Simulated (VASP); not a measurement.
# Sb (Im-3m) in VASP: further runs

Aim: see how the results for Sb move with the level of theory and the settings. Levels: PBE, PBE0. Tasks: single point.

All numbers are computed with VASP 6.6.1; they aren't measurements. Logs are shortened: lines on timing, memory, paths and dates and some standing lists are left out, and cuts for length are marked.

## (1) The cell of the first run

It takes space group Im-3m (No. 229, cubic). The conventional cell has a = 3.743 Å, b = 3.743 Å, c = 3.743 Å, α = 90.00°, β = 90.00°, γ = 90.00°. Within 4.3 Å of Sb (site symmetry m-3m) lie 14 Sb at 3.24 to 3.74 Å.

## (2) Single point, PBE

INCAR

```
PREC     = Accurate       # precision mode
ENCUT    = 500            # plane-wave cutoff, eV
EDIFF    = 1E-6           # SCF threshold, eV
ISMEAR   = 0              # smearing method
SIGMA    = 0.018000000000000002 # smearing width, eV
LREAL    = F              # projectors in reciprocal space
LASPH    = T              # aspherical terms in the spheres
NELM     = 120            # most SCF steps
ALGO     = Normal         # electronic algorithm
ISIF     = 2              # what is computed and relaxed
LWAVE    = F              # write WAVECAR
LCHARG   = F              # write CHGCAR
GGA      = PE             # functional
NBANDS   = 8              # bands
GGA_COMPAT= F
```

KPOINTS

```
Automatic mesh
0
Gamma
  10 10 10
```

POSCAR

```
Sb
1.0
   -1.8713408863      1.8713408863      1.8713408863
    1.8713408863     -1.8713408863      1.8713408863
    1.8713408863      1.8713408863     -1.8713408863
Sb
1
Direct
    0.0000000000      0.0000000000      0.0000000000
```

Potentials or basis: VASP PAW PBE potentials, release 64 (Sb).

The run is started by

```sh
$ cat potpaw_PBE.64/Sb/POTCAR > POTCAR
$ mpirun -np 1 vasp_std > vasp.out
```

OUTCAR:

```text
PREC = Accurate
   ENCUT = 500
   EDIFF = 1E-6
   ISMEAR = 0
   LREAL = F
   LASPH = T
   NELM = 120
   ISIF = 2
   GGA = PE

 ion  position               nearest neighbor table
   1  0.000  0.000  0.000-

  LATTYP: Found a body centered cubic cell.
 ALAT       =     3.7426817726

  Lattice vectors:

 A1 = (  -1.8713408863,   1.8713408863,   1.8713408863)
 A2 = (   1.8713408863,  -1.8713408863,   1.8713408863)
 A3 = (   1.8713408863,   1.8713408863,  -1.8713408863)

Analysis of symmetry for initial positions (statically):
=====================================================================
 Subroutine PRICEL returns:
 Original cell was already a primitive cell.

 Routine SETGRP: Setting up the symmetry group for a
 body centered cubic supercell.

 Subroutine GETGRP returns: Found 48 space group operations
 (whereof 48 operations were pure point group operations)
 out of a pool of 48 trial point group operations.

The static configuration has the point symmetry O_h .

Analysis of symmetry for dynamics (positions and initial velocities):
=====================================================================
 Subroutine PRICEL returns:
 Original cell was already a primitive cell.

 Routine SETGRP: Setting up the symmetry group for a
 body centered cubic supercell.

 Subroutine GETGRP returns: Found 48 space group operations
 (whereof 48 operations were pure point group operations)
 out of a pool of 48 trial point group operations.

The dynamic configuration has the point symmetry O_h .

 Subroutine INISYM returns: Found 48 space group operations
 (whereof 48 operations are pure point group operations),
 and found     1 'primitive' translations

----------------------------------------------------------------------------------------

                                     Primitive cell

  volume of cell :      26.2131

  direct lattice vectors                    reciprocal lattice vectors
    -1.871340886  1.871340886  1.871340886     0.000000000  0.267188092  0.267188092
     1.871340886 -1.871340886  1.871340886     0.267188092  0.000000000  0.267188092
     1.871340886  1.871340886 -1.871340886     0.267188092  0.267188092  0.000000000

  length of vectors
     3.241257493  3.241257493  3.241257493     0.377861023  0.377861023  0.377861023

  position of ions in fractional coordinates (direct lattice)
     0.000000000  0.000000000  0.000000000

  ion indices of the primitive-cell ions
   primitive index   ion index
                 1           1

----------------------------------------------------------------------------------------

 KPOINTS: Automatic mesh

Automatic generation of k-mesh.
 Grid dimensions read from file:
 generate k-points for:   10   10   10

 Generating k-lattice:

  Cartesian coordinates                     Fractional coordinates (reciprocal lattice)
     0.000000000  0.026718809  0.026718809     0.100000000  0.000000000  0.000000000
     0.026718809  0.000000000  0.026718809     0.000000000  0.100000000  0.000000000
     0.026718809  0.026718809  0.000000000     0.000000000  0.000000000  0.100000000

  Length of vectors
     0.037786102  0.037786102  0.037786102

  Shift w.r.t. Gamma in fractional coordinates (k-lattice)
     0.000000000  0.000000000  0.000000000

 Subroutine IBZKPT returns following result:
 ===========================================

 Found     47 irreducible k-points:

 Following reciprocal coordinates:
            Coordinates               Weight
  0.000000  0.000000  0.000000      1.000000
  0.100000  0.000000  0.000000     12.000000
  0.200000  0.000000  0.000000     12.000000
  0.300000  0.000000  0.000000     12.000000
  0.400000  0.000000  0.000000     12.000000
  0.500000  0.000000  0.000000      6.000000
[... 16 lines left out ...]
  0.300000  0.300000  0.100000      8.000000
 -0.300000  0.300000  0.100000     24.000000
 [... further k-points ...]
   k-points           NKPTS =     47   k-points in BZ     NKDIM =     47   number of bands    NBANDS=      8
   number of dos      NEDOS =    301   number of ions     NIONS =      1
   total plane-waves  NPLWV =  13824
   dimension x,y,z NGX =    24 NGY =   24 NGZ =   24
   dimension x,y,z NGXF=    48 NGYF=   48 NGZF=   48
   ions per type =               1
   NGX,Y,Z   is equivalent  to a cutoff of  12.31, 12.31, 12.31 a.u.
   NGXF,Y,Z  is equivalent  to a cutoff of  24.62, 24.62, 24.62 a.u.
 SYSTEM =  unknown system
   PREC   = accura    normal or accurate (medium, high low for compatibility)
   ISTART =      0    job   : 0-new  1-cont  2-samecut
   ICHARG =      2    charge: 1-file 2-atom 10-const
   ISPIN  =      1    spin polarized calculation?
   LNONCOLLINEAR =      F non collinear calculations
   LSORBIT =      F    spin-orbit coupling
   LASPH  =      T    aspherical Exc in radial PAW
   ENCUT  =  500.0 eV  36.75 Ry    6.06 a.u.   5.91  5.91  5.91*2*pi/ulx,y,z
   NELM   =    120;   NELMIN=  2; NELMDL= -5     # of ELM steps
   EDIFF  = 0.1E-05   stopping-criterion for ELM
   LREAL  =      F    real-space projection
   EDIFFG = 0.1E-04   stopping-criterion for IOM
   NSW    =      0    number of steps for IOM
   IBRION =     -1    ionic relax: 0-MD 1-quasi-New 2-CG
   NFREE  =      0    steps in history (QN), initial steepest desc. (CG)
   ISIF   =      2    stress and relaxation
   ISYM   =      2    0-nonsym 1-usesym 2-fastsym
   POTIM  = 0.5000    time-step for ionic-motion
   TEBEG  =    0.0;   TEEND  =   0.0 temperature during run
   PSTRESS=    0.0 pullay stress
   NELECT =       5.0000    total number of electrons
   NUPDOWN=      -1.0000    fix difference up-down
   EMIN   =  10.00;   EMAX   =-10.00  energy-range for DOS
   EFERMI =   0.00;   METHOD = LEGACY
   ISMEAR =     0;   SIGMA  =   0.02  broadening in eV -4-tet -1-fermi 0-gaus
   EFERMI_NEDOS =   21; number of points for ismear=-14 and -15
   IALGO  =     38    algorithm
   IMIX   =      4    mixing-type and parameters
     AMIX     =   0.40;   BMIX     =  1.00
     AMIX_MAG =   1.60;   BMIX_MAG =  1.00
  volume/ion in A,a.u.               =      26.21       176.89
  Fermi-wavevector in a.u.,A,eV,Ry     =   0.942378  1.780837 12.083018  0.888077
  Thomas-Fermi vector in A             =   2.069982
   LORBIT       =      0    0 simple, 1 ext, 2 COOP (PROOUT), +10 PAW based schemes
   GGA     = PE    functional components
   LHFCALC =     F    Hartree Fock is set to
   AEXX    =    0.0000 exact exchange contribution
   IVDW    =     0    specifies the selected vdW correction
   LEPSILON=     F    determine dielectric tensor
   LRPA    =     F    only Hartree local field effects (RPA)
 non-spin polarized calculation
 Gauss-broadening in eV      SIGMA  =   0.02
  energy-cutoff  :      500.00
  volume of cell :       26.21
 maximum number of plane-waves:       682
   NGX = 11   NGY = 11   NGZ = 11

 number of electron       4.9999999 magnetization

 Free energy of the ion-electron system (eV)
  ---------------------------------------------------
  ext. energy  EPLUGINS =         0.00000000
  ---------------------------------------------------
  free energy    TOTEN  =        -3.88492341 eV

  energy without entropy =       -3.88442350  energy(sigma->0) =       -3.88467346

 E-fermi :   8.7881     XC(G=0): -10.3448

 val. band max:        8.7771610009   @ k =  -0.3000   0.4000   0.1000
 cond. band min:       8.7995744575   @ k =   0.3000   0.1000   0.1000
 fundamental gap:      0.0224134567
 Fermi energy:         8.7880685714

 k-point     1 :       0.0000    0.0000    0.0000
  band No.  band energies     occupation
      1      -4.2464      2.00000
      2      14.5123      0.00000
      3      14.5123      0.00000
      4      14.5123      0.00000
      5      19.4593      0.00000
      6      19.4593      0.00000
      7      19.4593      0.00000
      8      20.6256      0.00000

 k-point     2 :       0.1000    0.0000    0.0000
  band No.  band energies     occupation
      1      -4.0316      2.00000
      2      12.9470      0.00000
      3      13.8367      0.00000
      4      14.3218      0.00000
      5      18.3205      0.00000
      6      18.3999      0.00000
      7      19.9909      0.00000
      8      20.3622      0.00000

 k-point     3 :       0.2000    0.0000    0.0000
  band No.  band energies     occupation
      1      -3.3911      2.00000
      2       9.9956      0.00000
      3      12.6021      0.00000
      4      13.8192      0.00000
      5      16.9684      0.00000
      6      17.2543      0.00000
      7      19.9294      0.00000
      8      20.9365      0.00000

 k-point     4 :       0.3000    0.0000    0.0000
  band No.  band energies     occupation
      1      -2.3463      2.00000
      2       7.0062      2.00000
      3      11.5129      0.00000
      4      13.2319      0.00000
      5      16.0380      0.00000
      6      16.4247      0.00000
      7      20.5952      0.00000
      8      21.7107      0.00000

 k-point     5 :       0.4000    0.0000    0.0000
  band No.  band energies     occupation
      1      -0.9955      2.00000
      2       4.4209      2.00000
      3      10.8023      0.00000
      4      12.7955      0.00000
      5      15.4974      0.00000
      6      15.9271      0.00000
      7      21.7454      0.00000
      8      22.7887      0.00000

 k-point     6 :       0.5000    0.0000    0.0000
  band No.  band energies     occupation
      1      -0.0451      2.00000
      2       3.0504      2.00000
      3      10.5574      0.00000
      4      12.6378      0.00000
      5      15.3202      0.00000
      6      15.7614      0.00000
      7      22.7338      0.00000
      8      24.1018      0.00000

 k-point     7 :       0.1000    0.1000    0.0000
  band No.  band energies     occupation
      1      -3.6038      2.00000
      2      11.0689      0.00000
      3      12.6428      0.00000
      4      13.6252      0.00000
      5      17.7121      0.00000
      6      18.0018      0.00000
      7      19.7141      0.00000
      8      20.6725      0.00000
[... 133 lines left out ...]
 k-point    20 :       0.2000    0.2000    0.1000
  band No.  band energies     occupation
      1      -0.7966      2.00000
      2       5.6857      2.00000
      3       7.9720      2.00000
      4       9.6629      0.00000
      5      19.5343      0.00000
      6      20.4363      0.00000
      7      22.2060      0.00000
      8      22.8292      0.00000

 k-point    21 :       0.3000    0.2000    0.1000
  band No.  band energies     occupation
      1       0.3588      2.00000
      2       4.4212      2.00000
      3       6.8640      2.00000
      4       9.2114      0.00000
      5      19.6991      0.00000
      6      21.1401      0.00000
      7      22.6979      0.00000
      8      23.8240      0.00000

 k-point    22 :      -0.2000    0.2000    0.1000
  band No.  band energies     occupation
      1      -3.1780      2.00000
      2      10.0791      0.00000
      3      11.9088      0.00000
      4      12.6873      0.00000
      5      16.6697      0.00000
      6      18.2346      0.00000
      7      18.8534      0.00000
      8      21.4759      0.00000

 k-point    23 :       0.3000    0.3000    0.1000
  band No.  band energies     occupation
      1       0.8397      2.00000
      2       5.1294      2.00000
      3       5.1294      2.00000
      4       8.9350      0.00000
      5      20.4200      0.00000
      6      22.2401      0.00000
      7      22.2401      0.00000
      8      24.7400      0.00000

 k-point    24 :      -0.3000    0.3000    0.1000
  band No.  band energies     occupation
      1      -2.1362      2.00000
      2       7.1707      2.00000
      3      10.8362      0.00000
      4      12.2186      0.00000
      5      16.4955      0.00000
      6      17.4063      0.00000
      7      18.6206      0.00000
      8      23.8264      0.00000

 [... further k-points ...]
[... 5 lines left out ...]
  --------------------------------------------------------------------------------------
  -------------------------------------------------------------------------------------
  Total        0.4932695      0.4932695      0.4932695     -0.0000000      0.0000000      0.0000000
  in kB       30.1492232     30.1492232     30.1492232     -0.0000000      0.0000000      0.0000000
  external PRESSURE =      30.1492232 kB  Pullay stress =       0.0000000 kB

 VOLUME and BASIS-vectors are now :
 -----------------------------------------------------------------------------
  energy-cutoff  :      500.00
  volume of cell :       26.21
      direct lattice vectors                 reciprocal lattice vectors
    -1.871340886  1.871340886  1.871340886     0.000000000  0.267188092  0.267188092
     1.871340886 -1.871340886  1.871340886     0.267188092  0.000000000  0.267188092
     1.871340886  1.871340886 -1.871340886     0.267188092  0.267188092  0.000000000

 POSITION                                       TOTAL-FORCE (eV/Angst)
 -----------------------------------------------------------------------------------
      0.00000      0.00000      0.00000        -0.000000      0.000000     -0.000000
 -----------------------------------------------------------------------------------
    total drift:                                0.000000      0.000000      0.000000

  FREE ENERGIE OF THE ION-ELECTRON SYSTEM (eV)
  ---------------------------------------------------
  free  energy   TOTEN  =        -3.8849234082 eV

  energy  without entropy=       -3.8844235039  energy(sigma->0) =       -3.88467346
```

It took 2.7 s on 1 thread of Intel Xeon 6975P-C (Granite Rapids), shared host; peak memory 0.13 GiB.

Results:

* Free energy: -3.8849 eV
* Pressure: 3.0 GPa

Levels at points of the mesh, in eV from the Fermi level:
| k point | band 1 | band 2 | band 3 | band 4 | band 5 | band 6 |
| --- | --- | --- | --- | --- | --- | --- |
| (0.00, 0.00, 0.00) | -13.03 | 5.72 | 5.72 | 5.72 | 10.67 | 10.67 |
| (0.50, 0.00, 0.00) | -8.83 | -5.74 | 1.77 | 3.85 | 6.53 | 6.97 |
| (0.50, 0.50, 0.50) | -5.44 | -2.04 | -2.04 | -2.04 | 2.93 | 2.93 |

Caveat: spin-orbit coupling is left out, which moves the levels of the heavy elements.

## (3) Single point, PBE

INCAR

```
SYSTEM = Sb
  ALGO = Normal
  EDIFF = 1E-6
  ENCUT = 500
  GGA = PE
  GGA_COMPAT = .False.
  ISIF = 2
  ISMEAR = 0
  LASPH = .True.
  LCHARG = .False.
  LREAL = .False.
  LWAVE = .False.
  NBANDS = 8
  NELM = 120
  PREC = Accurate
  SIGMA = 0.02
```

KPOINTS

```
k-points
0
Gamma
  10 10 10
  0 0 0
```

POSCAR is that of step 2.

Potentials or basis: VASP PAW PBE potentials, release 64 (Sb).

The run is started by

```sh
$ cat potpaw_PBE.64/Sb/POTCAR > POTCAR
$ mpirun -np 1 vasp_std > vasp.out
```

It took 2.8 s on 1 thread of Intel Xeon 6975P-C (Granite Rapids), shared host; peak memory 0.13 GiB.

The run converged. Its results:

```yaml
Free_energy: -3.8850 eV
Pressure: 3.0 GPa
```

Levels at points of the mesh, in eV from the Fermi level:
| k point | band 1 | band 2 | band 3 | band 4 | band 5 | band 6 |
| --- | --- | --- | --- | --- | --- | --- |
| (0.00, 0.00, 0.00) | -13.03 | 5.72 | 5.72 | 5.72 | 10.67 | 10.67 |
| (0.50, 0.00, 0.00) | -8.83 | -5.74 | 1.77 | 3.85 | 6.53 | 6.97 |
| (0.50, 0.50, 0.50) | -5.44 | -2.04 | -2.04 | -2.04 | 2.93 | 2.93 |

Caveat: spin-orbit coupling is left out, which moves the levels of the heavy elements.

## (4) Single point, PBE

INCAR

```
SYSTEM = Sb
  ALGO = Normal
  EDIFF = 1E-6
  ENCUT = 500
  GGA = PE
  GGA_COMPAT = .FALSE.
  ISIF = 2
  ISMEAR = 0
  LASPH = .TRUE.
  LCHARG = .FALSE.
  LREAL = .FALSE.
  LWAVE = .FALSE.
  NBANDS = 8
  NELM = 120
  PREC = Accurate
  SIGMA = 0.020999999999999998
```

KPOINTS

```
k-points
0
G
  10 10 10
  0 0 0
```

POSCAR is that of step 3.

The run is started by

```sh
$ cat potpaw_PBE.64/Sb/POTCAR > POTCAR
$ mpirun -np 1 vasp_std > vasp.out
```

Run time: 3.4 s. Hardware: 1 thread of Intel Xeon 6975P-C (Granite Rapids), shared host; peak memory 0.13 GiB.

The run converged. Its results:

```
Free energy : -3.8850 eV
Pressure    : 3.0 GPa
```

Levels at points of the mesh, in eV from the Fermi level:
```tsv
k point	band 1	band 2	band 3	band 4	band 5	band 6	band 7
(0.00, 0.00, 0.00)	-13.04	5.72	5.72	5.72	10.67	10.67	10.67
(0.50, 0.00, 0.00)	-8.83	-5.74	1.77	3.85	6.53	6.97	13.95
(0.50, 0.50, 0.50)	-5.44	-2.04	-2.04	-2.04	2.93	2.93	17.72
```

Caveat: spin-orbit coupling is left out, which moves the levels of the heavy elements.

[end of part 1 of 2]
